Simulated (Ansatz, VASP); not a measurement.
Rh in VASP and in Ansatz

```
CELL_PARAMETERS angstrom
0.03803 1.92057 1.92057
1.92057 0.03803 1.92057
1.92057 1.92057 0.03803
ATOMIC_POSITIONS crystal
Rh 0.00000 0.00000 0.00000
```

Change from the starting cell: equal xy, yz and zx shear strains of +2 %, PAW files.

Alike in both runs: task electric field gradients; functional LDA; k mesh 16 × 16 × 16; occupations fermi-dirac, width 0.03 eV; no spin polarisation.

|  | VASP | Ansatz |
| --- | --- | --- |
| version | VASP 6.6.1 | Ansatz 0.2.0 |
| potentials or method | VASP PAW LDA potentials, release 64 (Rh_pv) | PAW with Ansatz's default frozen-core files, scalar-relativistic |
| plane-wave cutoff (eV) | 520 | 420 |
| valence electrons in the cell | 15 | 17 |

VASP gave:

| Property | Result |
| --- | --- |
| pressure (GPa) | -10.0 |
| traceless stress, the component that is largest in VASP (GPa) | -3.74 |
| size of Vzz on the site where it differs most (V/Å²) | 3.6 |

Task: Which values does Ansatz return?

Result: Pressure (GPa): -10.8; traceless stress, the component that is largest in VASP (GPa): -3.72; size of Vzz on the site where it differs most (V/Å²): 0.4.

LDA's correlation is that of Perdew and Zunger in VASP and of Perdew and Wang (1992) in Ansatz. VASP's potentials hold 15 valence electrons a cell and Ansatz's 17, so a difference there can come from the potentials and not from the codes.
